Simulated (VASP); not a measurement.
# Nb4O3 (Pm-3m) in VASP: a series of runs

The runs below take Nb4O3 through single point, relaxation of cell and atoms, with PBE.

Everything below comes from runs of VASP 6.6.1. Logs are shortened: lines on timing, memory, paths and dates and some standing lists are left out, and cuts for length are marked.

## 1. The cell of the first run

It takes space group Pm-3m (No. 221, cubic). The conventional cell has a = 4.403 Å, b = 4.403 Å, c = 4.403 Å, α = 90.00°, β = 90.00°, γ = 90.00°. Nb (site symmetry m-3m) has 6 O at 2.20 Å within 2.9 Å. Within 2.9 Å of Nb (site symmetry 4/mmm) lie 4 O at 2.20 Å. O (site symmetry 4/mmm) has 6 Nb at 2.20 Å within 2.9 Å.

## 2. Single point, PBE

File INCAR:

```
  PREC = Accurate
  ENCUT = 520
  EDIFF = 1E-6
  ISMEAR = 0
  SIGMA = 0.1
  LREAL = False
  LASPH = True
  NELM = 60
  ALGO = Normal
  ISIF = 2
  LWAVE = False
  LCHARG = False
  GGA = PE
  NBANDS = 44
```

File KPOINTS:

```
regular mesh
0
Gamma
  4 4 4
```

File POSCAR:

```
Nb4O3
1.0
    4.4032043945      0.0000000000      0.0000000000
    0.0000000000      4.4032043945      0.0000000000
    0.0000000000      0.0000000000      4.4032043945
Nb O
4 3
Direct
    0.5000000000      0.5000000000      0.5000000000
    0.5000000000      0.0000000000      0.0000000000
    0.0000000000      0.5000000000      0.0000000000
    0.0000000000      0.0000000000      0.5000000000
    0.5000000000      0.5000000000      0.0000000000
    0.0000000000      0.5000000000      0.5000000000
    0.5000000000      0.0000000000      0.5000000000
```

Potentials or basis: VASP PAW PBE potentials, release 64 (Nb_sv, O).

Command:

```console
$ cat potpaw_PBE.64/Nb_sv/POTCAR potpaw_PBE.64/O/POTCAR > POTCAR
$ mpirun -np 1 vasp_std > vasp.out
```

OUTCAR:

```text
PREC = Accurate
   ENCUT = 520
   EDIFF = 1E-6
   ISMEAR = 0
   LREAL = False
   LASPH = True
   NELM = 60
   ISIF = 2
   GGA = PE

 ion  position               nearest neighbor table
   1  0.500  0.500  0.500-   5 2.20   6 2.20   7 2.20   5 2.20   7 2.20   6 2.20
   2  0.500  0.000  0.000-   5 2.20   7 2.20   7 2.20   5 2.20
   3  0.000  0.500  0.000-   5 2.20   6 2.20   6 2.20   5 2.20
   4  0.000  0.000  0.500-   6 2.20   7 2.20   6 2.20   7 2.20
   5  0.500  0.500  0.000-   1 2.20   2 2.20   3 2.20   1 2.20   2 2.20   3 2.20
   6  0.000  0.500  0.500-   1 2.20   3 2.20   4 2.20   3 2.20   4 2.20   1 2.20
   7  0.500  0.000  0.500-   1 2.20   2 2.20   4 2.20   2 2.20   1 2.20   4 2.20

  LATTYP: Found a simple cubic cell.
 ALAT       =     4.4032043945

  Lattice vectors:

 A1 = (   4.4032043945,   0.0000000000,   0.0000000000)
 A2 = (   0.0000000000,   4.4032043945,   0.0000000000)
 A3 = (   0.0000000000,   0.0000000000,   4.4032043945)

Analysis of symmetry for initial positions (statically):
=====================================================================
 Subroutine PRICEL returns:
 Original cell was already a primitive cell.

 Routine SETGRP: Setting up the symmetry group for a
 simple cubic supercell.

 Subroutine GETGRP returns: Found 48 space group operations
 (whereof 48 operations were pure point group operations)
 out of a pool of 48 trial point group operations.

The static configuration has the point symmetry O_h .

Analysis of symmetry for dynamics (positions and initial velocities):
=====================================================================
 Subroutine PRICEL returns:
 Original cell was already a primitive cell.

 Routine SETGRP: Setting up the symmetry group for a
 simple cubic supercell.

 Subroutine GETGRP returns: Found 48 space group operations
 (whereof 48 operations were pure point group operations)
 out of a pool of 48 trial point group operations.

The dynamic configuration has the point symmetry O_h .

 Subroutine INISYM returns: Found 48 space group operations
 (whereof 48 operations are pure point group operations),
 and found     1 'primitive' translations

----------------------------------------------------------------------------------------

                                     Primitive cell

  volume of cell :      85.3702

  direct lattice vectors                    reciprocal lattice vectors
     4.403204395  0.000000000  0.000000000     0.227107331  0.000000000  0.000000000
     0.000000000  4.403204395  0.000000000     0.000000000  0.227107331  0.000000000
     0.000000000  0.000000000  4.403204395     0.000000000  0.000000000  0.227107331

  length of vectors
     4.403204395  4.403204395  4.403204395     0.227107331  0.227107331  0.227107331

  position of ions in fractional coordinates (direct lattice)
     0.500000000  0.500000000  0.500000000
     0.500000000  0.000000000  0.000000000
     0.000000000  0.500000000  0.000000000
     0.000000000  0.000000000  0.500000000
     0.500000000  0.500000000  0.000000000
     0.000000000  0.500000000  0.500000000
     0.500000000  0.000000000  0.500000000

  ion indices of the primitive-cell ions
   primitive index   ion index
                 1           1
                 2           2
                 3           3
                 4           4
                 5           5
                 6           6
                 7           7

----------------------------------------------------------------------------------------

 KPOINTS: regular mesh

Automatic generation of k-mesh.
 Grid dimensions read from file:
 generate k-points for:    4    4    4

 Generating k-lattice:

  Cartesian coordinates                     Fractional coordinates (reciprocal lattice)
     0.056776833  0.000000000  0.000000000     0.250000000  0.000000000  0.000000000
     0.000000000  0.056776833  0.000000000     0.000000000  0.250000000  0.000000000
     0.000000000  0.000000000  0.056776833     0.000000000  0.000000000  0.250000000

  Length of vectors
     0.056776833  0.056776833  0.056776833

  Shift w.r.t. Gamma in fractional coordinates (k-lattice)
     0.000000000  0.000000000  0.000000000

 Subroutine IBZKPT returns following result:
 ===========================================

 Found     10 irreducible k-points:

 Following reciprocal coordinates:
            Coordinates               Weight
  0.000000  0.000000  0.000000      1.000000
  0.250000  0.000000  0.000000      6.000000
  0.500000  0.000000  0.000000      3.000000
  0.250000  0.250000  0.000000     12.000000
  0.500000  0.250000  0.000000     12.000000
  0.500000  0.500000  0.000000      3.000000
  0.250000  0.250000  0.250000      8.000000
  0.500000  0.250000  0.250000     12.000000
  0.500000  0.500000  0.250000      6.000000
  0.500000  0.500000  0.500000      1.000000
   k-points           NKPTS =     10   k-points in BZ     NKDIM =     10   number of bands    NBANDS=     44
   number of dos      NEDOS =    301   number of ions     NIONS =      7
   total plane-waves  NPLWV =  46656
   dimension x,y,z NGX =    36 NGY =   36 NGZ =   36
   dimension x,y,z NGXF=    72 NGYF=   72 NGZF=   72
   ions per type =               4   3
   NGX,Y,Z   is equivalent  to a cutoff of  13.59, 13.59, 13.59 a.u.
   NGXF,Y,Z  is equivalent  to a cutoff of  27.18, 27.18, 27.18 a.u.
 SYSTEM =  unknown system
   PREC   = accura    normal or accurate (medium, high low for compatibility)
   ISTART =      0    job   : 0-new  1-cont  2-samecut
   ICHARG =      2    charge: 1-file 2-atom 10-const
   ISPIN  =      1    spin polarized calculation?
   LNONCOLLINEAR =      F non collinear calculations
   LSORBIT =      F    spin-orbit coupling
   LASPH  =      T    aspherical Exc in radial PAW
   ENCUT  =  520.0 eV  38.22 Ry    6.18 a.u.   8.19  8.19  8.19*2*pi/ulx,y,z
   NELM   =     60;   NELMIN=  2; NELMDL= -5     # of ELM steps
   EDIFF  = 0.1E-05   stopping-criterion for ELM
   LREAL  =      F    real-space projection
   EDIFFG = 0.1E-04   stopping-criterion for IOM
   NSW    =      0    number of steps for IOM
   IBRION =     -1    ionic relax: 0-MD 1-quasi-New 2-CG
   NFREE  =      0    steps in history (QN), initial steepest desc. (CG)
   ISIF   =      2    stress and relaxation
   ISYM   =      2    0-nonsym 1-usesym 2-fastsym
   POTIM  = 0.5000    time-step for ionic-motion
   TEBEG  =    0.0;   TEEND  =   0.0 temperature during run
   PSTRESS=    0.0 pullay stress
   NELECT =      70.0000    total number of electrons
   NUPDOWN=      -1.0000    fix difference up-down
   EMIN   =  10.00;   EMAX   =-10.00  energy-range for DOS
   EFERMI =   0.00;   METHOD = LEGACY
   ISMEAR =     0;   SIGMA  =   0.10  broadening in eV -4-tet -1-fermi 0-gaus
   EFERMI_NEDOS =   21; number of points for ismear=-14 and -15
   IALGO  =     38    algorithm
   IMIX   =      4    mixing-type and parameters
     AMIX     =   0.40;   BMIX     =  1.00
     AMIX_MAG =   1.60;   BMIX_MAG =  1.00
  volume/ion in A,a.u.               =      12.20        82.30
  Fermi-wavevector in a.u.,A,eV,Ry     =   1.532282  2.895593 31.944952  2.347888
  Thomas-Fermi vector in A             =   2.639509
   LORBIT       =      0    0 simple, 1 ext, 2 COOP (PROOUT), +10 PAW based schemes
   GGA     = PE    functional components
   LHFCALC =     F    Hartree Fock is set to
   AEXX    =    0.0000 exact exchange contribution
   IVDW    =     0    specifies the selected vdW correction
   LEPSILON=     F    determine dielectric tensor
   LRPA    =     F    only Hartree local field effects (RPA)
 non-spin polarized calculation
 Gauss-broadening in eV      SIGMA  =   0.10
  energy-cutoff  :      520.00
  volume of cell :       85.37
 maximum number of plane-waves:      2325
 NGX is ok and might be reduce to    36
   NGX = 17   NGY = 17   NGZ = 17

 number of electron      69.9999974 magnetization

 Free energy of the ion-electron system (eV)
  ---------------------------------------------------
  ext. energy  EPLUGINS =         0.00000000
  ---------------------------------------------------
  free energy    TOTEN  =       -64.79122120 eV

  energy without entropy =      -64.76285717  energy(sigma->0) =      -64.77703919

 E-fermi :  12.9555     XC(G=0): -12.8943

 val. band max:       12.9189374244   @ k =   0.2500   0.2500   0.0000
 cond. band min:      13.0107833698   @ k =   0.5000   0.5000   0.5000
 fundamental gap:      0.0918459454
 Fermi energy:        12.9555356539

 k-point     1 :       0.0000    0.0000    0.0000
  band No.  band energies     occupation
      1     -43.6366      2.00000
      2     -42.9808      2.00000
      3     -42.8676      2.00000
      4     -42.8676      2.00000
      5     -19.9702      2.00000
      6     -19.9702      2.00000
[... 36 lines left out ...]
     43      15.3361      0.00000
     44      15.6460      0.00000

 k-point     2 :       0.2500    0.0000    0.0000
  band No.  band energies     occupation
      1     -43.6331      2.00000
      2     -42.9687      2.00000
      3     -42.8829      2.00000
      4     -42.8672      2.00000
      5     -19.9417      2.00000
      6     -19.9314      2.00000
[... 36 lines left out ...]
     43      14.9404      0.00000
     44      15.3325      0.00000

 k-point     3 :       0.5000    0.0000    0.0000
  band No.  band energies     occupation
      1     -43.6297      2.00000
      2     -42.9492      2.00000
      3     -42.9057      2.00000
      4     -42.8668      2.00000
      5     -19.9024      2.00000
      6     -19.8870      2.00000
[... 36 lines left out ...]
     43      14.4899      0.00000
     44      14.7290      0.00000

 k-point     4 :       0.2500    0.2500    0.0000
  band No.  band energies     occupation
      1     -43.6305      2.00000
      2     -42.9570      2.00000
      3     -42.8878      2.00000
      4     -42.8758      2.00000
      5     -20.0051      2.00000
      6     -19.9160      2.00000
[... 36 lines left out ...]
     43      15.1250      0.00000
     44      15.2695      0.00000

 k-point     5 :       0.5000    0.2500    0.0000
  band No.  band energies     occupation
      1     -43.6279      2.00000
      2     -42.9369      2.00000
      3     -42.9068      2.00000
      4     -42.8786      2.00000
      5     -19.9904      2.00000
      6     -19.9871      2.00000
[... 36 lines left out ...]
     43      14.9275      0.00000
     44      15.4391      0.00000

 k-point     6 :       0.5000    0.5000    0.0000
  band No.  band energies     occupation
      1     -43.6262      2.00000
      2     -42.9079      2.00000
      3     -42.9079      2.00000
      4     -42.9072      2.00000
      5     -20.0644      2.00000
      6     -20.0644      2.00000
[... 36 lines left out ...]
     43      14.6885      0.00000
     44      14.6885      0.00000

 k-point     7 :       0.2500    0.2500    0.2500
  band No.  band energies     occupation
      1     -43.6287      2.00000
      2     -42.9467      2.00000
      3     -42.8873      2.00000
      4     -42.8873      2.00000
      5     -20.0537      2.00000
      6     -20.0537      2.00000
[... 36 lines left out ...]
     43      15.3963      0.00000
     44      15.7048      0.00000

 k-point     8 :       0.5000    0.2500    0.2500
  band No.  band energies     occupation
      1     -43.6268      2.00000
      2     -42.9281      2.00000
      3     -42.9071      2.00000
      4     -42.8869      2.00000
      5     -20.1021      2.00000
      6     -20.0928      2.00000
[... 36 lines left out ...]
     43      15.6059      0.00000
     44      15.9575      0.00000

 k-point     9 :       0.5000    0.5000    0.2500
  band No.  band energies     occupation
      1     -43.6257      2.00000
      2     -42.9074      2.00000
      3     -42.9074      2.00000
      4     -42.9070      2.00000
      5     -20.1792      2.00000
      6     -20.1792      2.00000
[... 36 lines left out ...]
     43      15.9136      0.00000
     44      15.9141      0.00000

 k-point    10 :       0.5000    0.5000    0.5000
  band No.  band energies     occupation
      1     -43.6253      2.00000
      2     -42.9069      2.00000
      3     -42.9069      2.00000
      4     -42.9069      2.00000
      5     -20.2767      2.00000
      6     -20.2767      2.00000
[... 36 lines left out ...]
     43      16.5314      0.00000
     44      16.5335      0.00000

------------------------ aborting loop because EDIFF is reached ----------------------------------------

  FORCE on cell =-STRESS in cart. coord.  units (eV):
  Direction    XX          YY          ZZ          XY          YZ          ZX
  --------------------------------------------------------------------------------------
  -------------------------------------------------------------------------------------
  Total       -0.1663476     -0.1663476     -0.1663476     -0.0000000     -0.0000000      0.0000000
  in kB       -3.1219109     -3.1219109     -3.1219109     -0.0000000     -0.0000000      0.0000000
  external PRESSURE =      -3.1219109 kB  Pullay stress =       0.0000000 kB

 VOLUME and BASIS-vectors are now :
 -----------------------------------------------------------------------------
  energy-cutoff  :      520.00
  volume of cell :       85.37
      direct lattice vectors                 reciprocal lattice vectors
     4.403204395  0.000000000  0.000000000     0.227107331  0.000000000  0.000000000
     0.000000000  4.403204395  0.000000000     0.000000000  0.227107331  0.000000000
     0.000000000  0.000000000  4.403204395     0.000000000  0.000000000  0.227107331

 POSITION                                       TOTAL-FORCE (eV/Angst)
 -----------------------------------------------------------------------------------
      2.20160      2.20160      2.20160         0.000000      0.000000      0.000000
      2.20160      0.00000      0.00000         0.000000      0.000000      0.000000
      0.00000      2.20160      0.00000         0.000000      0.000000      0.000000
      0.00000      0.00000      2.20160         0.000000      0.000000      0.000000
      2.20160      2.20160      0.00000         0.000000      0.000000      0.000000
      0.00000      2.20160      2.20160         0.000000      0.000000      0.000000
      2.20160      0.00000      2.20160         0.000000      0.000000      0.000000
 -----------------------------------------------------------------------------------
    total drift:                                0.000000      0.000000     -0.000000

  FREE ENERGIE OF THE ION-ELECTRON SYSTEM (eV)
  ---------------------------------------------------
  free  energy   TOTEN  =       -64.7912212046 eV

  energy  without entropy=      -64.7628571699  energy(sigma->0) =      -64.77703919
```

Wall time 26 s (1 thread of Intel Xeon 6975P-C (Granite Rapids), shared host); peak memory 0.2 GiB.

Results:

| Item | Value |
| --- | --- |
| Free energy | -64.7912 eV |
| Pressure | -0.3 GPa |
| Band gap on the k mesh | zero (band 35 reaches 13.65 eV, above the bottom of band 36 at 12.92 eV) |

## 3. Relaxation of cell and atoms, PBE

This run uses another cell than the first one, of 10.63 Å³/atom, 0.872 times its volume.

File INCAR:

```
  PREC = Accurate
  ENCUT = 600
  EDIFF = 1E-6
  ISMEAR = 0
  SIGMA = 0.1
  LREAL = F
  LASPH = T
  NELM = 60
  ALGO = Normal
  ISIF = 3
  LWAVE = F
  LCHARG = F
  GGA = PE
  IBRION = 2
  NSW = 90
  EDIFFG = -0.04
```

KPOINTS is that of step 2.

Edit POSCAR of step 2 so:

```diff
@@ -2,5 +2,5 @@
 1.0
-    4.4032043945      0.0000000000      0.0000000000
-    0.0000000000      4.4032043945      0.0000000000
-    0.0000000000      0.0000000000      4.4032043945
+    4.2059151000      0.0000000000      0.0000000000
+    0.0000000000      4.2059151000      0.0000000000
+    0.0000000000      0.0000000000      4.2059151000
 Nb O
```

Potentials or basis: VASP PAW PBE potentials, release 64 (Nb_sv, O).

Command:

```console
$ cat potpaw_PBE.64/Nb_sv/POTCAR potpaw_PBE.64/O/POTCAR > POTCAR
$ mpirun -np 1 vasp_std > vasp.out
```

Wall time 1.7 min (1 thread of Intel Xeon 6975P-C (Granite Rapids), shared host); peak memory 0.22 GiB.

Results (log left out):

* Free energy: -64.7791 eV
* Relaxed volume: 12.20 Å³/atom
* Relaxed cell: a = 4.404 Å, b = 4.404 Å, c = 4.404 Å, α = 90.00°, β = 90.00°, γ = 90.00°
* Space group after relaxing (to 0.05 Å): Pm-3m (No. 221)
* Energy gained by relaxing: 188.5 meV/atom
* Ionic steps: 4
* Pressure after relaxing: -0.5 GPa
* Band gap on the k mesh: zero (band 35 reaches 13.64 eV, above the bottom of band 36 at 12.91 eV)

Step by step:
```csv
step,energy change (eV),largest force (eV/Å),pressure (GPa),volume (Å³)
1,0.0000,0.0000,44.15,74.40
2,2.1248,0.0000,-34.15,110.60
3,-1.3115,0.0000,-2.60,86.22
4,-1.3192,0.0000,-0.47,85.43
```

Final structure:
```
CELL_PARAMETERS angstrom
4.40423 0.00000 0.00000
0.00000 4.40423 0.00000
0.00000 0.00000 4.40423
ATOMIC_POSITIONS crystal
Nb 0.50000 0.50000 0.50000
Nb 0.50000 0.00000 0.00000
Nb 0.00000 0.50000 0.00000
Nb 0.00000 0.00000 0.50000
O 0.50000 0.50000 0.00000
O 0.00000 0.50000 0.50000
O 0.50000 0.00000 0.50000
```

Levels at points of the mesh, in eV from the Fermi level:
```tsv
k point	band 31	band 32	band 33	band 34	band 35	band 36	band 37	band 38	band 39	band 40
(0.00, 0.00, 0.00)	-4.69	-4.69	-1.56	-1.56	-1.56	0.16	0.16	0.68	1.79	1.79
(0.50, 0.00, 0.00)	-2.97	-1.75	-1.75	-0.73	-0.73	0.07	0.41	0.41	0.60	1.05
(0.50, 0.50, 0.00)	-1.56	-1.56	-0.66	-0.66	-0.57	0.33	0.65	0.65	0.66	0.71
(0.50, 0.50, 0.50)	-2.32	0.05	0.54	0.70	0.70	0.70	1.33	1.33	1.77	1.77
```

Caveat: the k points lie up to 0.36 Å⁻¹ apart in the final cell.
